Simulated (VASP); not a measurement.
Set up this calculation in VASP 6.6.1, as the native input.

- Task: single point
- Functional: PBE
- Potentials or basis: VASP PAW PBE potentials, release 64 (B, N)
- Cutoff: 520 eV
- k mesh: 14 × 14 × 4
- Occupations: fermi-dirac, width 0.02 eV
- Spin: no spin polarisation
- Dipole correction: no
- Further INCAR settings: ALGO = Normal; EDIFF = 1e-06; NBANDS = 16

The structure of BN lies in POSCAR:

```
BN
1.0
    2.5016395345      0.0000000000      0.0000000000
   -1.2508197673      2.1664833880      0.0000000000
    0.0000000000      0.0000000000      7.3693201700
B N
2 2
Direct
    0.6666666667      0.3333333333      0.7500000000
    0.3333333333      0.6666666667      0.2500000000
    0.0000000000      0.0000000000      0.7500000000
    0.0000000000      0.0000000000      0.2500000000
```

These files were run (other wordings do the same):

INCAR

```
ALGO     = Normal         # electronic algorithm
EDIFF    = 1E-6           # SCF threshold, eV
ENCUT    = 520            # plane-wave cutoff, eV
GGA      = PE             # functional
ISIF     = 2              # what is computed and relaxed
ISMEAR   = -1             # smearing method
LASPH    = True           # aspherical terms in the spheres
LCHARG   = False          # write CHGCAR
LREAL    = False          # projectors in reciprocal space
LWAVE    = False          # write WAVECAR
NBANDS   = 16             # bands
NELM     = 80             # most SCF steps
PREC     = Accurate       # precision mode
SIGMA    = 0.02           # smearing width, eV
```

KPOINTS

```
k-points
0
Gamma
  14 14 4
```

Potentials or basis: VASP PAW PBE potentials, release 64 (B, N).

Run with:

```bash
$ cat potpaw_PBE.64/B/POTCAR potpaw_PBE.64/N/POTCAR > POTCAR
$ mpirun -np 1 vasp_std > vasp.out
```

It gave:

The pressure is 3.2 GPa and the band gap on the k mesh is 3.90 eV, indirect (least direct gap 4.30 eV).

Caveat: this functional lacks dispersion, which binds the layers, so the pressure and a relaxed spacing across them are unreliable.

Wall time 60 s on 1 thread of Intel(R) Xeon(R) Platinum 8259CL CPU @ 2.50GHz (Skylake/Cascade Lake), with other jobs on the host, peak memory 0.17 GiB.
